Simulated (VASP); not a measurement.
# C (Pmma) in VASP: further runs

Runs on C. Level: PBEsol+D3(BJ). Tasks: single point.

All numbers are computed with VASP 6.6.1; they aren't measurements. Logs are shortened: lines on timing, memory, paths and dates and some standing lists are left out, and cuts for length are marked.

## Step 1: The cell of the first run

The structure is orthorhombic, space group Pmma (No. 51). Conventional cell: a = 2.458 Å, b = 3.529 Å, c = 4.257 Å, α = 90.00°, β = 90.00°, γ = 90.00°. Within 1.8 Å of C (site symmetry mm2) lie 3 C at 1.36 to 1.48 Å. C (site symmetry mm2) has 3 C at 1.42 to 1.48 Å within 1.9 Å.

## Step 2: Single point, PBEsol+D3(BJ) (mode 8 frozen in at -0.030 Å and mode 12 at -0.030 Å (largest displacements))

INCAR reads:

```
SYSTEM = C
  ALGO = Normal
  EDIFF = 1E-6
  ENCUT = 600
  GGA = PS
  GGA_COMPAT = .FALSE.
  ISIF = 2
  ISMEAR = 0
  IVDW = 12
  LASPH = .TRUE.
  LCHARG = .TRUE.
  LELF = .TRUE.
  LREAL = .FALSE.
  LVHAR = .TRUE.
  LWAVE = .FALSE.
  NBANDS = 16
  NELM = 120
  PREC = Accurate
  SIGMA = 0.15
```

KPOINTS reads:

```
k-points
0
G
  18 12 10
  0 0 0
```

POSCAR reads:

```
C
1.0
   -2.4576582504      0.0000000000      0.0000000000
    0.0000000000      0.0000000000     -3.5294825081
    0.0000000000     -4.2567889574      0.0000000000
C
4
Direct
    0.5000000000      0.0000000000      0.1807617982
    0.0000000000      0.0000000000      0.6666666667
    0.0000000000      0.0000000000      0.3192382018
    0.5000000000      0.0000000000      0.8333333333
```

Potentials or basis: VASP PAW PBE potentials, release 64 (C).

Started as:

```
> cat potpaw_PBE.64/C/POTCAR > POTCAR
> mpirun -np 1 vasp_std > vasp.out
```

OUTCAR:

```text
SYSTEM = C
   EDIFF = 1E-6
   ENCUT = 600
   GGA = PS
   ISIF = 2
   ISMEAR = 0
   IVDW = 12
   LASPH = .TRUE.
   LREAL = .FALSE.
   NELM = 120
   PREC = Accurate
 IVDW          = 12

 ion  position               nearest neighbor table
   1  0.500  0.000  0.181-   3 1.36   3 1.36   4 1.48
   2  0.000  0.000  0.667-   4 1.42   4 1.42   3 1.48
   3  0.000  0.000  0.319-   1 1.36   1 1.36   2 1.48
   4  0.500  0.000  0.833-   2 1.42   2 1.42   1 1.48

  LATTYP: Found a simple orthorhombic cell.
 ALAT       =     2.4576582504
 B/A-ratio  =     1.4361160701
 C/A-ratio  =     1.7320508076

  Lattice vectors:

 A1 = (  -2.4576582504,   0.0000000000,   0.0000000000)
 A2 = (   0.0000000000,   0.0000000000,  -3.5294825081)
 A3 = (   0.0000000000,  -4.2567889574,   0.0000000000)

Analysis of symmetry for initial positions (statically):
=====================================================================
 Subroutine PRICEL returns:
 Original cell was already a primitive cell.

 Routine SETGRP: Setting up the symmetry group for a
 simple orthorhombic supercell.

 Subroutine GETGRP returns: Found  8 space group operations
 (whereof  4 operations were pure point group operations)
 out of a pool of  8 trial point group operations.

The static configuration has the point symmetry C_2v.
 The point group associated with its full space group is D_2h.

Analysis of symmetry for dynamics (positions and initial velocities):
=====================================================================
 Subroutine PRICEL returns:
 Original cell was already a primitive cell.

 Routine SETGRP: Setting up the symmetry group for a
 simple orthorhombic supercell.

 Subroutine GETGRP returns: Found  8 space group operations
 (whereof  4 operations were pure point group operations)
 out of a pool of  8 trial point group operations.

The dynamic configuration has the point symmetry C_2v.
 The point group associated with its full space group is D_2h.

 Subroutine INISYM returns: Found  8 space group operations
 (whereof  4 operations are pure point group operations),
 and found     1 'primitive' translations

----------------------------------------------------------------------------------------

                                     Primitive cell

  volume of cell :      36.9245

  direct lattice vectors                    reciprocal lattice vectors
    -2.457658250  0.000000000  0.000000000    -0.406891397  0.000000000  0.000000000
     0.000000000  0.000000000 -3.529482508     0.000000000  0.000000000 -0.283327654
     0.000000000 -4.256788957  0.000000000     0.000000000 -0.234918858  0.000000000

  length of vectors
     2.457658250  3.529482508  4.256788957     0.406891397  0.283327654  0.234918858

  position of ions in fractional coordinates (direct lattice)
     0.500000000  0.000000000  0.180761798
     0.000000000  0.000000000  0.666666667
     0.000000000  0.000000000  0.319238202
     0.500000000  0.000000000  0.833333333

  ion indices of the primitive-cell ions
   primitive index   ion index
                 1           1
                 2           2
                 3           3
                 4           4

----------------------------------------------------------------------------------------

 KPOINTS: k-points

Automatic generation of k-mesh.
 Grid dimensions read from file:
 generate k-points for:   18   12   10

 Generating k-lattice:

  Cartesian coordinates                     Fractional coordinates (reciprocal lattice)
    -0.022605078  0.000000000  0.000000000     0.055555556  0.000000000  0.000000000
     0.000000000  0.000000000 -0.023610638     0.000000000  0.083333333  0.000000000
     0.000000000 -0.023491886  0.000000000     0.000000000  0.000000000  0.100000000

  Length of vectors
     0.022605078  0.023610638  0.023491886

  Shift w.r.t. Gamma in fractional coordinates (k-lattice)
     0.000000000  0.000000000  0.000000000

 Subroutine IBZKPT returns following result:
 ===========================================

 Found    420 irreducible k-points:

 Following reciprocal coordinates:
            Coordinates               Weight
  0.000000  0.000000  0.000000      1.000000
  0.055556  0.000000  0.000000      2.000000
  0.111111  0.000000  0.000000      2.000000
  0.166667  0.000000  0.000000      2.000000
  0.222222  0.000000  0.000000      2.000000
  0.277778  0.000000  0.000000      2.000000
[... 16 lines left out ...]
  0.111111  0.166667  0.000000      4.000000
  0.166667  0.166667  0.000000      4.000000
 [... further k-points ...]
   k-points           NKPTS =    420   k-points in BZ     NKDIM =    420   number of bands    NBANDS=     16
   number of dos      NEDOS =    301   number of ions     NIONS =      4
   total plane-waves  NPLWV =  20160
   dimension x,y,z NGX =    20 NGY =   28 NGZ =   36
   dimension x,y,z NGXF=    40 NGYF=   56 NGZF=   72
   ions per type =               4
   NGX,Y,Z   is equivalent  to a cutoff of  13.53, 13.19, 14.06 a.u.
[... 38 lines left out ...]
   AEXX    =    0.0000 exact exchange contribution
   IVDW    =    12    specifies the selected vdW correction
   LEPSILON=     F    determine dielectric tensor
   LRPA    =     F    only Hartree local field effects (RPA)
 non-spin polarized calculation
 Gauss-broadening in eV      SIGMA  =   0.15
  energy-cutoff  :      600.00
  volume of cell :       36.92
 maximum number of plane-waves:      1256
 NGX is ok and might be reduce to    20
   NGX =  9   NGY = 15   NGZ = 17

 number of electron      16.0000001 magnetization

 Free energy of the ion-electron system (eV)
  ---------------------------------------------------
  ext. energy  EPLUGINS =         0.00000000
  ---------------------------------------------------
  free energy    TOTEN  =       -38.22478162 eV

  energy without entropy =      -38.22379946  energy(sigma->0) =      -38.22429054

 E-fermi :   4.2333     XC(G=0): -10.1918

 val. band max:        4.1733971346   @ k =   0.3333   0.4167   0.0000
 cond. band min:       4.2409857969   @ k =   0.3889   0.0000   0.0000
 fundamental gap:      0.0675886623
 Fermi energy:         4.2332780286

 k-point     1 :       0.0000    0.0000    0.0000
  band No.  band energies     occupation
      1     -15.4388      2.00000
      2     -10.2469      2.00000
      3      -8.6554      2.00000
      4      -2.8108      2.00000
      5      -2.6924      2.00000
      6       0.5305      2.00000
[... 8 lines left out ...]
     15      15.3833      0.00000
     16      16.0028      0.00000

 k-point     2 :       0.0556    0.0000    0.0000
  band No.  band energies     occupation
      1     -15.3841      2.00000
      2     -10.2015      2.00000
      3      -8.6042      2.00000
      4      -3.0361      2.00000
      5      -2.6266      2.00000
      6       0.3191      2.00000
[... 8 lines left out ...]
     15      15.4444      0.00000
     16      15.7956      0.00000

 k-point     3 :       0.1111    0.0000    0.0000
  band No.  band energies     occupation
      1     -15.2200      2.00000
      2     -10.0657      2.00000
      3      -8.4532      2.00000
      4      -3.6546      2.00000
      5      -2.4296      2.00000
      6      -0.2565      2.00000
[... 8 lines left out ...]
     15      15.2053      0.00000
     16      15.6253      0.00000

 k-point     4 :       0.1667    0.0000    0.0000
  band No.  band energies     occupation
      1     -14.9474      2.00000
      2      -9.8393      2.00000
      3      -8.2098      2.00000
      4      -4.5354      2.00000
      5      -2.1032      2.00000
      6      -1.0721      2.00000
[... 8 lines left out ...]
     15      15.3617      0.00000
     16      15.9169      0.00000
[... 324 lines left out ...]
 k-point    22 :       0.0556    0.1667    0.0000
  band No.  band energies     occupation
      1     -15.3346      2.00000
      2     -10.1654      2.00000
      3      -8.5733      2.00000
      4      -3.0674      2.00000
      5      -3.0276      2.00000
      6       0.3250      2.00000
[... 8 lines left out ...]
     15      15.9530      0.00000
     16      15.9751      0.00000

 k-point    23 :       0.1111    0.1667    0.0000
  band No.  band energies     occupation
      1     -15.1711      2.00000
      2     -10.0299      2.00000
      3      -8.4221      2.00000
      4      -3.6436      2.00000
      5      -2.8679      2.00000
      6      -0.2491      2.00000
[... 8 lines left out ...]
     15      15.9087      0.00000
     16      16.0666      0.00000

 k-point    24 :       0.1667    0.1667    0.0000
  band No.  band energies     occupation
      1     -14.8994      2.00000
      2      -9.8044      2.00000
      3      -8.1790      2.00000
      4      -4.5209      2.00000
      5      -2.5370      2.00000
      6      -1.0626      2.00000
[... 8 lines left out ...]
     15      15.7595      0.00000
     16      16.2376      0.00000

 [... further k-points ...]

------------------------ aborting loop because EDIFF is reached ----------------------------------------

 Edisp (eV)   -0.41719

 E8    (eV) :    -0.2027

  FORCE on cell =-STRESS in cart. coord.  units (eV):
  Direction    XX          YY          ZZ          XY          YZ          ZX
  --------------------------------------------------------------------------------------
  -------------------------------------------------------------------------------------
  Total       2.59566    -0.90480    -0.07033     0.00000     0.00000     0.00000
  in kB     112.62744   -39.25969    -3.05177     0.00000     0.00000     0.00000
  external pressure =       23.44 kB  Pullay stress =        0.00 kB

 VOLUME and BASIS-vectors are now :
 -----------------------------------------------------------------------------
  energy-cutoff  :      600.00
  volume of cell :       36.92
      direct lattice vectors                 reciprocal lattice vectors
    -2.457658250  0.000000000  0.000000000    -0.406891397  0.000000000  0.000000000
     0.000000000  0.000000000 -3.529482508     0.000000000  0.000000000 -0.283327654
     0.000000000 -4.256788957  0.000000000     0.000000000 -0.234918858  0.000000000

 POSITION                                       TOTAL-FORCE (eV/Angst)
 -----------------------------------------------------------------------------------
     -1.22883     -0.76946      0.00000         0.000000      5.489751      0.000000
      0.00000     -2.83786      0.00000         0.000000      0.662526      0.000000
      0.00000     -1.35893      0.00000         0.000000     -5.489751      0.000000
     -1.22883     -3.54732      0.00000         0.000000     -0.662526      0.000000
 -----------------------------------------------------------------------------------
    total drift:                               -0.000000     -0.000000     -0.000000

  FREE ENERGIE OF THE ION-ELECTRON SYSTEM (eV)
  ---------------------------------------------------
  free  energy   TOTEN  =       -38.6419705562 eV

  energy  without entropy=      -38.6409883899  energy(sigma->0) =      -38.64147947
```

Wall time 1.7 min (1 thread of AMD EPYC 9R45 (Zen 5), shared host); peak memory 0.3 GiB.

Results:

* Free energy: -38.6420 eV
* Pressure: 2.3 GPa
* Largest force: 5.490 eV/Å
* Band gap on the k mesh: zero (band 8 reaches 4.37 eV, above the bottom of band 9 at 4.11 eV)
* Dispersion energy per atom: -0.104 eV

Forces on the atoms (eV/Å):
```
C    0.000  5.490  0.000
C    0.000  0.663  0.000
C    0.000 -5.490  0.000
C    0.000 -0.663  0.000
```

Levels at points of the mesh, in eV from the Fermi level:
```csv
k point,band 5,band 6,band 7,band 8,band 9,band 10,band 11,band 12
"(0.00, 0.00, 0.00)",-6.93,-3.70,-2.23,-2.01,3.14,3.66,6.76,7.57
"(0.50, 0.00, 0.00)",-8.57,-8.57,-1.98,-1.98,2.96,2.96,9.11,9.11
"(0.00, 0.50, 0.00)",-7.01,-3.68,-3.27,-1.99,1.60,6.91,7.76,9.18
"(0.50, 0.50, 0.00)",-8.49,-8.49,-3.24,-3.24,2.08,2.08,10.46,10.46
"(0.00, 0.00, 0.50)",-6.35,-5.55,-4.98,-4.87,5.44,5.54,7.40,7.61
"(0.50, 0.00, 0.50)",-6.15,-6.15,-1.62,-1.62,2.04,2.04,7.18,7.18
"(0.00, 0.50, 0.50)",-6.54,-6.47,-6.33,-4.84,6.76,7.49,7.58,8.16
"(0.50, 0.50, 0.50)",-6.11,-6.11,-2.73,-2.73,0.68,0.68,7.45,7.45
```

Caveat: the cell differs from its parent crystal (mode 8 frozen in at -0.030 Å and mode 12 at -0.030 Å (largest displacements)); the PAW data sets were made with another functional, which shifts forces and pressure a little.

## Step 3: Single point, PBEsol+D3(BJ) (mode 8 frozen in at -0.030 Å and mode 12 at +0.000 Å (largest displacements))

INCAR reads:

```
ALGO     = Normal         # electronic algorithm
EDIFF    = 1E-6           # SCF threshold, eV
ENCUT    = 600            # plane-wave cutoff, eV
GGA      = PS             # functional
GGA_COMPAT= False        
ISIF     = 2              # what is computed and relaxed
ISMEAR   = 0              # smearing method
IVDW     = 12             # dispersion correction
LASPH    = True           # aspherical terms in the spheres
LCHARG   = True           # write CHGCAR
LELF     = True           # ELF
LREAL    = False          # projectors in reciprocal space
LVHAR    = True         
LWAVE    = False          # write WAVECAR
NBANDS   = 16             # bands
NELM     = 120            # most SCF steps
PREC     = Accurate       # precision mode
SIGMA    = 0.15           # smearing width, eV
```

KPOINTS reads:

```
k-points
0
Gamma
  18 12 10
```

POSCAR reads:

```
C
1.0
   -2.4576582504      0.0000000000      0.0000000000
    0.0000000000      0.0000000000     -3.5294825081
    0.0000000000     -4.2567889574      0.0000000000
C
4
Direct
    0.5000000000      0.0000000000      0.1737142324
    0.0000000000      0.0000000000      0.6596191010
    0.0000000000      0.0000000000      0.3262857676
    0.5000000000      0.0000000000      0.8403808990
```

Potentials or basis: VASP PAW PBE potentials, release 64 (C).

Started as:

```
> cat potpaw_PBE.64/C/POTCAR > POTCAR
> mpirun -np 1 vasp_std > vasp.out
```

Run time: 1.9 min. Hardware: 1 thread of AMD EPYC 9R45 (Zen 5), shared host; peak memory 0.3 GiB.

The run converged. Its results:

```
Free energy                : -38.8340 eV
Pressure                   : 0.9 GPa
Largest force              : 2.414 eV/Å
Band gap on the k mesh     : zero (band 8 reaches 4.76 eV, above the bottom of band 9 at 3.76 eV)
Dispersion energy per atom : -0.104 eV
```

Forces on the atoms (eV/Å):
```
C    0.000  2.414  0.000
C    0.000 -2.352  0.000
C    0.000 -2.414  0.000
C    0.000  2.352  0.000
```

Stress tensor (GPa, compression positive):
```
 2.60  0.00  0.00
 0.00  0.49  0.00
 0.00  0.00 -0.32
```

Levels at points of the mesh, in eV from the Fermi level:
| k point | band 5 | band 6 | band 7 | band 8 | band 9 | band 10 | band 11 | band 12 |
| --- | --- | --- | --- | --- | --- | --- | --- | --- |
| (0.00, 0.00, 0.00) | -6.59 | -2.95 | -2.84 | -1.79 | 2.39 | 3.66 | 7.16 | 8.29 |
| (0.50, 0.00, 0.00) | -9.03 | -9.03 | -2.14 | -2.14 | 3.31 | 3.31 | 9.12 | 9.12 |
| (0.00, 0.50, 0.00) | -6.56 | -2.93 | -2.89 | -2.81 | 0.97 | 7.40 | 8.35 | 8.61 |
| (0.50, 0.50, 0.00) | -8.96 | -8.96 | -3.37 | -3.37 | 2.41 | 2.41 | 10.18 | 10.18 |
| (0.00, 0.00, 0.50) | -5.78 | -5.49 | -4.91 | -4.31 | 5.44 | 5.57 | 7.33 | 7.71 |
| (0.50, 0.00, 0.50) | -6.40 | -6.40 | -1.83 | -1.83 | 2.41 | 2.41 | 7.23 | 7.23 |
| (0.00, 0.50, 0.50) | -6.90 | -6.41 | -5.75 | -4.28 | 6.57 | 7.35 | 7.84 | 8.56 |
| (0.50, 0.50, 0.50) | -6.37 | -6.37 | -2.91 | -2.91 | 0.98 | 0.98 | 7.51 | 7.51 |

Caveat: the cell differs from its parent crystal (mode 8 frozen in at -0.030 Å and mode 12 at +0.000 Å (largest displacements)); the PAW data sets were made with another functional, which shifts forces and pressure a little.

## Step 4: Single point, PBEsol+D3(BJ) (mode 8 frozen in at -0.060 Å and mode 12 at +0.000 Å (largest displacements))

INCAR reads:

```
SYSTEM = C
  PREC = Accurate
  ENCUT = 600
  EDIFF = 1E-6
  ISMEAR = 0
  SIGMA = 0.15
  LREAL = .False.
  LASPH = .True.
  NELM = 120
  ALGO = Normal
  ISIF = 2
  LWAVE = .False.
  LCHARG = .True.
  GGA = PS
  IVDW = 12
  LELF = .True.
  LVHAR = .True.
  NBANDS = 16
  GGA_COMPAT = .False.
```

KPOINTS reads:

```
regular mesh
0
Gamma
  18 12 10
  0 0 0
```

POSCAR reads:

```
C
1.0
   -2.4576582504      0.0000000000      0.0000000000
    0.0000000000      0.0000000000     -3.5294825081
    0.0000000000     -4.2567889574      0.0000000000
C
4
Direct
    0.5000000000      0.0000000000      0.1807617982
    0.0000000000      0.0000000000      0.6525715352
    0.0000000000      0.0000000000      0.3192382018
    0.5000000000      0.0000000000      0.8474284648
```

Started as:

```
> cat potpaw_PBE.64/C/POTCAR > POTCAR
> mpirun -np 1 vasp_std > vasp.out
```

Run time: 1.8 min. Hardware: 1 thread of AMD EPYC 9R45 (Zen 5), shared host; peak memory 0.3 GiB.

It converged, with:

- Free energy: -38.4073 eV
- Pressure: 2.8 GPa
- Largest force: 4.845 eV/Å
- Band gap on the k mesh: zero (band 8 reaches 4.75 eV, above the bottom of band 9 at 3.79 eV)
- Dispersion energy per atom: -0.103 eV

Forces in eV/Å, atoms in the order of the input:
```
C    0.000  4.845  0.000
C    0.000 -4.588  0.000
C    0.000 -4.845  0.000
C    0.000  4.588  0.000
```

Stress tensor (GPa, compression positive):
```
 8.56  0.00  0.00
 0.00  0.02  0.00
 0.00  0.00 -0.29
```

Levels at points of the mesh, in eV from the Fermi level:
| k point | band 5 | band 6 | band 7 | band 8 | band 9 | band 10 | band 11 | band 12 |
| --- | --- | --- | --- | --- | --- | --- | --- | --- |
| (0.00, 0.00, 0.00) | -6.99 | -2.85 | -2.46 | -1.74 | 2.34 | 3.64 | 6.81 | 8.12 |
| (0.50, 0.00, 0.00) | -9.02 | -9.02 | -2.19 | -2.19 | 3.30 | 3.30 | 9.09 | 9.09 |
| (0.00, 0.50, 0.00) | -7.01 | -2.86 | -2.83 | -2.44 | 0.92 | 7.03 | 8.19 | 8.98 |
| (0.50, 0.50, 0.00) | -8.95 | -8.95 | -3.41 | -3.41 | 2.40 | 2.40 | 10.16 | 10.16 |
| (0.00, 0.00, 0.50) | -6.55 | -5.80 | -4.65 | -3.63 | 5.35 | 5.61 | 6.95 | 7.38 |
| (0.50, 0.00, 0.50) | -6.33 | -6.33 | -1.88 | -1.88 | 2.40 | 2.40 | 6.97 | 6.97 |
| (0.00, 0.50, 0.50) | -6.66 | -6.52 | -6.19 | -3.60 | 6.19 | 7.48 | 7.74 | 8.89 |
| (0.50, 0.50, 0.50) | -6.30 | -6.30 | -2.96 | -2.96 | 0.98 | 0.98 | 7.26 | 7.26 |

Caveat: the cell differs from its parent crystal (mode 8 frozen in at -0.060 Å and mode 12 at +0.000 Å (largest displacements)); the PAW data sets were made with another functional, which shifts forces and pressure a little.
